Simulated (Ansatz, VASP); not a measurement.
**One calculation of Re, two programs**

The input INCAR:

```
SYSTEM = Re
  PREC = Accurate
  ENCUT = 520
  EDIFF = 1E-7
  ISMEAR = 0
  SIGMA = 0.25
  LREAL = .FALSE.
  LASPH = .TRUE.
  NELM = 60
  ALGO = Normal
  ISIF = 2
  LWAVE = .FALSE.
  LCHARG = .TRUE.
  GGA = PS
  LELF = .TRUE.
  LVHAR = .TRUE.
  NBANDS = 18
```

Contents of KPOINTS:

```
Automatic mesh
0
G
  11 11 11
  0 0 0
```

The input POSCAR:

```
Re
1.0
    1.3839230000      0.7990080000      6.6986080000
   -1.3839230000      0.7990080000      6.6986080000
    0.0000000000     -1.5980170000      6.6986080000
Re
3
Direct
    0.0000000000      0.0000000000      0.0000000000
    0.2221740000      0.2221740000      0.2221740000
    0.7778260000      0.7778260000      0.7778260000
```

Input for Ansatz:

```yaml
crystal:
  lattice:
    - [1.383923, 0.799008, 6.698608]
    - [-1.383923, 0.799008, 6.698608]
    - [0.0, -1.598017, 6.698608]
  atoms:
    - { symbol: Re, position: [0.0, 0.0, 0.0] }
    - { symbol: Re, position: [0.222174, 0.222174, 0.222174] }
    - { symbol: Re, position: [0.777826, 0.777826, 0.777826] }
basis:
  ecutwfc: 517.016338673772
kpoints:
  mp_grid:
    grid: [11, 11, 11]
hamiltonian:
  xc: pbesol
scf:
  convergence:
    dr2_threshold: 1.0e-09
  occupations:
    method: gaussian
    width: 0.25
output:
  stress: true
```

Alike in both runs: task single point; functional PBEsol; k mesh 11 × 11 × 11; occupations gaussian, width 0.25 eV; no spin polarisation.

|  | VASP | Ansatz |
| --- | --- | --- |
| version | VASP 6.6.1 | Ansatz 0.2.0 |
| potentials or method | VASP PAW PBE potentials, release 64 (Re), cutoff 520 eV | plane waves, PAW |
| valence electrons in the cell | 21 | 45 |

|  | VASP | Ansatz | Ansatz less VASP |
| --- | --- | --- | --- |
| pressure (GPa) | -6.4 | -6.2 | +0.13 |
| traceless stress, the component that is largest in VASP (GPa) | -0.30 | -0.26 | +0.049 |

VASP's potentials were made for PBE, not for PBEsol. VASP's potentials hold 21 valence electrons a cell and Ansatz's 45, so a difference there can come from the potentials and not from the codes. Ansatz's warnings: stress scf threshold loose.

Spin-orbit coupling is off throughout.
